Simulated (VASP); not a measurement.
# Pt (Fm-3m) in VASP: further runs

Pt is run at these levels: PBEsol; tasks: single point, relaxation of cell and atoms.

All numbers are computed with VASP 6.6.1; they aren't measurements. Logs are shortened: lines on timing, memory, paths and dates and some standing lists are left out, and cuts for length are marked.

## (1) The cell of the first run

The structure is cubic, space group Fm-3m (No. 225). The conventional cell has a = 3.916 Å, b = 3.916 Å, c = 3.916 Å, α = 90.00°, β = 90.00°, γ = 90.00°. Pt (site symmetry m-3m) has 12 Pt at 2.77 Å within 3.6 Å.

## (2) Single point, PBEsol

Input file INCAR:

```
SYSTEM = Pt
PREC = Accurate
ENCUT = 520
EDIFF = 1E-6
ISMEAR = 1
SIGMA = 0.1
LREAL = .False.
LASPH = .True.
NELM = 60
ALGO = Normal
ISIF = 2
LWAVE = .False.
LCHARG = .False.
GGA = PS
NBANDS = 11
```

Input file KPOINTS:

```
Automatic mesh
0
Gamma
  9 9 9
  0 0 0
```

Input file POSCAR:

```
Pt
1.0
    0.0000000000      1.9578998603      1.9578998603
    1.9578998603      0.0000000000      1.9578998603
    1.9578998603      1.9578998603      0.0000000000
Pt
1
Direct
    0.0000000000      0.0000000000      0.0000000000
```

Potentials or basis: VASP PAW PBE potentials, release 64 (Pt).

Command:

```
$ cat potpaw_PBE.64/Pt/POTCAR > POTCAR
$ mpirun -np 1 vasp_std > vasp.out
```

OUTCAR:

```text
SYSTEM = Pt
   PREC = Accurate
   ENCUT = 520
   EDIFF = 1E-6
   ISMEAR = 1
   LREAL = .False.
   LASPH = .True.
   NELM = 60
   ISIF = 2
   GGA = PS

 ion  position               nearest neighbor table
   1  0.000  0.000  0.000-

  LATTYP: Found a face centered cubic cell.
 ALAT       =     3.9157997206

  Lattice vectors:

 A1 = (   0.0000000000,   1.9578998603,   1.9578998603)
 A2 = (   1.9578998603,   0.0000000000,   1.9578998603)
 A3 = (   1.9578998603,   1.9578998603,   0.0000000000)

Analysis of symmetry for initial positions (statically):
=====================================================================
 Subroutine PRICEL returns:
 Original cell was already a primitive cell.

 Routine SETGRP: Setting up the symmetry group for a
 face centered cubic supercell.

 Subroutine GETGRP returns: Found 48 space group operations
 (whereof 48 operations were pure point group operations)
 out of a pool of 48 trial point group operations.

The static configuration has the point symmetry O_h .

Analysis of symmetry for dynamics (positions and initial velocities):
=====================================================================
 Subroutine PRICEL returns:
 Original cell was already a primitive cell.

 Routine SETGRP: Setting up the symmetry group for a
 face centered cubic supercell.

 Subroutine GETGRP returns: Found 48 space group operations
 (whereof 48 operations were pure point group operations)
 out of a pool of 48 trial point group operations.

The dynamic configuration has the point symmetry O_h .

 Subroutine INISYM returns: Found 48 space group operations
 (whereof 48 operations are pure point group operations),
 and found     1 'primitive' translations

----------------------------------------------------------------------------------------

                                     Primitive cell

  volume of cell :      15.0107

  direct lattice vectors                    reciprocal lattice vectors
     0.000000000  1.957899860  1.957899860    -0.255375676  0.255375676  0.255375676
     1.957899860  0.000000000  1.957899860     0.255375676 -0.255375676  0.255375676
     1.957899860  1.957899860  0.000000000     0.255375676  0.255375676 -0.255375676

  length of vectors
     2.768888536  2.768888536  2.768888536     0.442323646  0.442323646  0.442323646

  position of ions in fractional coordinates (direct lattice)
     0.000000000  0.000000000  0.000000000

  ion indices of the primitive-cell ions
   primitive index   ion index
                 1           1
[... 74 lines left out ...]
   EDIFFG = 0.1E-04   stopping-criterion for IOM
   NSW    =      0    number of steps for IOM
   IBRION =     -1    ionic relax: 0-MD 1-quasi-New 2-CG
   NFREE  =      0    steps in history (QN), initial steepest desc. (CG)
   ISIF   =      2    stress and relaxation
   ISYM   =      2    0-nonsym 1-usesym 2-fastsym
   POTIM  = 0.5000    time-step for ionic-motion
   TEBEG  =    0.0;   TEEND  =   0.0 temperature during run
   PSTRESS=    0.0 pullay stress
   NELECT =      10.0000    total number of electrons
   NUPDOWN=      -1.0000    fix difference up-down
   EMIN   =  10.00;   EMAX   =-10.00  energy-range for DOS
   EFERMI =   0.00;   METHOD = LEGACY
   ISMEAR =     1;   SIGMA  =   0.10  broadening in eV -4-tet -1-fermi 0-gaus
   EFERMI_NEDOS =   21; number of points for ismear=-14 and -15
   IALGO  =     38    algorithm
   IMIX   =      4    mixing-type and parameters
     AMIX     =   0.40;   BMIX     =  1.00
     AMIX_MAG =   1.60;   BMIX_MAG =  1.00
  volume/ion in A,a.u.               =      15.01       101.30
  Fermi-wavevector in a.u.,A,eV,Ry     =   1.429797  2.701924 27.814652  2.044319
  Thomas-Fermi vector in A             =   2.549712
   LORBIT       =      0    0 simple, 1 ext, 2 COOP (PROOUT), +10 PAW based schemes
   GGA     = PS    functional components
   LHFCALC =     F    Hartree Fock is set to
   AEXX    =    0.0000 exact exchange contribution
   IVDW    =     0    specifies the selected vdW correction
   LEPSILON=     F    determine dielectric tensor
   LRPA    =     F    only Hartree local field effects (RPA)
 non-spin polarized calculation
 Methfessel and Paxton  Order N= 1 SIGMA  =   0.10
  energy-cutoff  :      520.00
  volume of cell :       15.01
 maximum number of plane-waves:       419
 NGX is ok and might be reduce to    24
   NGX = 11   NGY = 11   NGZ = 11

 number of electron      10.0000000 magnetization

 number of electron       9.9999999 magnetization

 Free energy of the ion-electron system (eV)
  ---------------------------------------------------
  ext. energy  EPLUGINS =         0.00000000
  ---------------------------------------------------
  free energy    TOTEN  =        -6.99369740 eV

  energy without entropy =       -6.99503404  energy(sigma->0) =       -6.99414295

 E-fermi :  11.1997     XC(G=0): -13.6548

 val. band max:       11.1556129027   @ k =   0.4444   0.4444   0.0000
 cond. band min:      11.2173055975   @ k =   0.4444   0.1111   0.0000
 fundamental gap:      0.0616926947
 Fermi energy:        11.1996599073

 k-point     1 :       0.0000    0.0000    0.0000
  band No.  band energies     occupation
      1       0.8370      2.00000
      2       7.3549      2.00000
      3       7.3549      2.00000
      4       7.3549      2.00000
      5       9.5531      2.00000
      6       9.5531      2.00000
      7      25.7950      0.00000
      8      30.7823      0.00000
      9      30.7823      0.00000
     10      30.7823      0.00000
     11      36.0965      0.00000
[... 309 lines left out ...]
 k-point    24 :       0.4444    0.4444    0.0000
  band No.  band energies     occupation
      1       4.0917      2.00000
      2       4.5600      2.00000
      3      11.1556      1.67135
      4      11.4653     -0.00112
      5      11.4653     -0.00112
      6      12.0733     -0.00000
      7      21.1380      0.00000
      8      22.9381      0.00000
      9      22.9381      0.00000
     10      31.1363      0.00000
     11      34.4055      0.00000

 [... further k-points ...]
[... 5 lines left out ...]
  --------------------------------------------------------------------------------------
  -------------------------------------------------------------------------------------
  Total       -0.0390848     -0.0390848     -0.0390848     -0.0000000      0.0000000     -0.0000000
  in kB       -4.1717429     -4.1717429     -4.1717429     -0.0000000      0.0000000     -0.0000000
  external PRESSURE =      -4.1717429 kB  Pullay stress =       0.0000000 kB

 VOLUME and BASIS-vectors are now :
 -----------------------------------------------------------------------------
  energy-cutoff  :      520.00
  volume of cell :       15.01
      direct lattice vectors                 reciprocal lattice vectors
     0.000000000  1.957899860  1.957899860    -0.255375676  0.255375676  0.255375676
     1.957899860  0.000000000  1.957899860     0.255375676 -0.255375676  0.255375676
     1.957899860  1.957899860  0.000000000     0.255375676  0.255375676 -0.255375676

 POSITION                                       TOTAL-FORCE (eV/Angst)
 -----------------------------------------------------------------------------------
      0.00000      0.00000      0.00000         0.000000      0.000000      0.000000
 -----------------------------------------------------------------------------------
    total drift:                               -0.000000      0.000000      0.000000

  FREE ENERGIE OF THE ION-ELECTRON SYSTEM (eV)
  ---------------------------------------------------
  free  energy   TOTEN  =        -6.9936974046 eV

  energy  without entropy=       -6.9950340395  energy(sigma->0) =       -6.99414295
```

stdout:

```text
POSCAR found type information on POSCAR Pt
 POSCAR found :  1 types and       1 ions
 scaLAPACK will be used
 -----------------------------------------------------------------------------
|                                                                             |
|                                                                             |
|     You enforced a specific xc type in the INCAR file but a different       |
|     I HOPE YOU KNOW WHAT YOU ARE DOING!                                     |
|                                                                             |
 -----------------------------------------------------------------------------

 LDA part: xc-table for (Slater+PW92), standard interpolation
 POSCAR, INCAR and KPOINTS ok, starting setup
 FFT: planning ... GRIDC
 FFT: planning ... GRID_SOFT
 FFT: planning ... GRID
 WAVECAR not read
 entering main loop
```

It took 4 s on 1 thread of Intel Xeon Platinum 8488C (Sapphire Rapids), shared host; peak memory 0.14 GiB.

Results:

* Free energy: -6.9937 eV
* Pressure: -0.4 GPa
* Band gap on the k mesh: zero (band 5 reaches 11.55 eV, above the bottom of band 6 at 9.46 eV)

Levels at points of the mesh, in eV from the Fermi level:
| k point | band 2 | band 3 | band 4 | band 5 | band 6 | band 7 | band 8 | band 9 |
| --- | --- | --- | --- | --- | --- | --- | --- | --- |
| (0.00, 0.00, 0.00) | -3.84 | -3.84 | -3.84 | -1.65 | -1.65 | 14.60 | 19.58 | 19.58 |

Caveat: the PAW data sets were made with another functional, which shifts forces and pressure a little; spin-orbit coupling is left out, which moves the levels of the heavy elements.

## (3) Relaxation of cell and atoms, PBEsol

This run uses another cell than the first one, of 15.08 Å³/atom, 1.005 times its volume.

Input file INCAR:

```
ALGO = Normal ; EDIFF = 1E-7
EDIFFG = -0.01 ; ENCUT = 600
GGA = PS ; IBRION = 2
ISIF = 3 ; ISMEAR = 1
LASPH = True ; LCHARG = False
LREAL = False ; LWAVE = False
NELM = 80 ; NSW = 80
PREC = Accurate ; SIGMA = 0.1
```

Input file KPOINTS:

```
k-points
0
Gamma
  9 9 9
```

Input file POSCAR:

```
Pt
1.0
    0.0000000000      1.9609000000      1.9609000000
    1.9609000000      0.0000000000      1.9609000000
    1.9609000000      1.9609000000      0.0000000000
Pt
1
Direct
    0.0000000000      0.0000000000      0.0000000000
```

Potentials or basis: VASP PAW PBE potentials, release 64 (Pt).

Command:

```
$ cat potpaw_PBE.64/Pt/POTCAR > POTCAR
$ mpirun -np 1 vasp_std > vasp.out
```

It took 9.9 s on 1 thread of Intel Xeon Platinum 8488C (Sapphire Rapids), shared host; peak memory 0.14 GiB.

It converged, with:

| Property | Result |
| --- | --- |
| Free energy | -6.9938 eV |
| Relaxed volume | 14.99 Å³/atom |
| Relaxed cell | a = 2.768 Å, b = 2.768 Å, c = 2.768 Å, α = 60.00°, β = 60.00°, γ = 60.00° |
| Space group after relaxing (to 0.05 Å) | Fm-3m (No. 225) |
| Energy gained by relaxing | 0.4 meV/atom |
| Ionic steps | 3 |
| Pressure after relaxing | 0.0 GPa |
| Band gap on the k mesh | zero (band 5 reaches 11.57 eV, above the bottom of band 6 at 9.48 eV) |

Step by step:
```
step  energy change (eV)  largest force (eV/Å)  pressure (GPa)  volume (Å³)
   1              0.0000                0.0000           -1.64        15.08
   2              0.0034                0.0000            5.11        14.75
   3             -0.0004                0.0000            0.00        14.99
```

Final structure:
```
Pt
1.0
     0.00000    1.95719    1.95719
     1.95719    0.00000    1.95719
     1.95719    1.95719    0.00000
Pt
1
Direct
  0.00000 0.00000 0.00000
```

Levels at points of the mesh, in eV from the Fermi level:
```tsv
k point	band 3	band 4	band 5	band 6	band 7	band 8
(0.00, 0.00, 0.00)	-3.85	-3.85	-1.65	-1.65	14.59	19.59
```

Caveat: the PAW data sets were made with another functional, which shifts forces and pressure a little; spin-orbit coupling is left out, which moves the levels of the heavy elements.
